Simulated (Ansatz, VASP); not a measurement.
AuC18: VASP beside Ansatz

```
C Au
1.0
     7.39800    0.00000    0.00000
    -3.69900    6.40686    0.00000
     0.00000    0.00000   11.00000
C Au
18 1
Direct
  0.99584 0.99503 0.09267
  0.22029 0.10725 0.10545
  0.99805 0.32949 0.08760
  0.22043 0.44094 0.08762
  0.99806 0.66278 0.08759
  0.22042 0.77368 0.08759
  0.33252 0.99503 0.09267
  0.55384 0.10711 0.08759
  0.33252 0.33171 0.09271
  0.55384 0.44094 0.08762
  0.33158 0.66290 0.08574
  0.55362 0.77392 0.08610
  0.66465 0.99596 0.08572
  0.88660 0.10711 0.08759
  0.66477 0.32949 0.08760
  0.88696 0.44058 0.08695
  0.66466 0.66290 0.08574
  0.88659 0.77368 0.08759
  0.21993 0.10652 0.31789
```

Alike in both runs: functional PBE; k mesh 2 × 2 × 1; occupations gaussian, width 0.05 eV; collinear spin.

Ansatz relaxed the structure, and its values are those at the end. VASP's run is a single point on that final structure, the one shown.

|  | VASP | Ansatz |
| --- | --- | --- |
| version | VASP 6.6.1 | Ansatz 0.2.0 |
| potentials or method | VASP PAW PBE potentials, release 64 (C, Au), cutoff 520 eV | scalar-relativistic, plane waves, PAW |
| valence electrons in the cell | 83 | 91 |

```csv
,VASP,Ansatz,Ansatz less VASP
rms of the force components (eV/Å),0.039,0.004,-0.0346
net moment per atom (μB),0.00,0.05,+0.053
size of the moment on the site where the two differ most (μB),0.00,0.14,+0.138
```

Site moments also hang on the region over which each program counts them. VASP's potentials hold 83 valence electrons a cell and Ansatz's 91, so a difference there can come from the potentials and not from the codes.

The k mesh is coarse, so the values compare programs but aren't converged. Neither program's run includes spin-orbit coupling.
